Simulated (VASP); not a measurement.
A run of VASP 6.6.1:

File POSCAR:

```
SrO
1.0
    0.0000000000      2.5663000000      2.5663000000
    2.5663000000      0.0000000000      2.5663000000
    2.5663000000      2.5663000000      0.0000000000
Sr O
1 1
Direct
    0.5000000000      0.5000000000      0.5000000000
    0.0000000000      0.0000000000      0.0000000000
```

INCAR.step1

```
SYSTEM = SrO
ALGO     = Normal         ! electronic algorithm
EDIFF    = 1E-5           ! SCF threshold, eV
ENCUT    = 600            ! plane-wave cutoff, eV
GGA      = PE             ! functional
ISMEAR   = -1             ! smearing method
LASPH    = .TRUE.         ! aspherical terms in the spheres
LCHARG   = .FALSE.        ! write CHGCAR
LREAL    = .FALSE.        ! projectors in reciprocal space
LWAVE    = .TRUE.         ! write WAVECAR
NBANDS   = 15             ! bands
NELM     = 80             ! most SCF steps
PREC     = Accurate       ! precision mode
SIGMA    = 0.05           ! smearing width, eV
```

Contents of INCAR.step2:

```
SYSTEM = SrO
AEXX     = 0.2            ! exact-exchange fraction
AGGAC    = 0.81         
AGGAX    = 0.72         
ALDAC    = 0.19         
ALGO     = Normal         ! electronic algorithm
EDIFF    = 1E-6           ! SCF threshold, eV
EDIFFG   = -0.01          ! ionic threshold
ENCUT    = 600            ! plane-wave cutoff, eV
GGA      = B3             ! functional
IBRION   = 2              ! ionic algorithm
ISIF     = 3              ! what is computed and relaxed
ISMEAR   = -1             ! smearing method
ISTART   = 1            
LASPH    = .TRUE.         ! aspherical terms in the spheres
LCHARG   = .FALSE.        ! write CHGCAR
LHFCALC  = .TRUE.         ! exact exchange
LREAL    = .FALSE.        ! projectors in reciprocal space
LWAVE    = .FALSE.        ! write WAVECAR
NELM     = 80             ! most SCF steps
NSW      = 60             ! ionic steps
PREC     = Accurate       ! precision mode
PRECFOCK = Normal       
SIGMA    = 0.05           ! smearing width, eV
```

Contents of KPOINTS:

```
k-points
0
G
  5 5 5
  0 0 0
```

Potentials or basis: VASP PAW PBE potentials, release 64 (Sr_sv, O).

Launch:

```console
$ cat potpaw_PBE.64/Sr_sv/POTCAR potpaw_PBE.64/O/POTCAR > POTCAR
$ cp INCAR.step1 INCAR
$ mpirun -np 1 vasp_std > vasp.out
$ cp INCAR.step2 INCAR
$ mpirun -np 1 vasp_std > vasp.out
```

Hardware: 1 thread of AMD EPYC 7R13, with other jobs on the host.

Problem. How long does it take, and how much memory?

Solution. Run time: 81 min on 1 thread of AMD EPYC 7R13, on a shared host, peak memory 0.2 GiB. Counts: k points 10, ion steps 3.
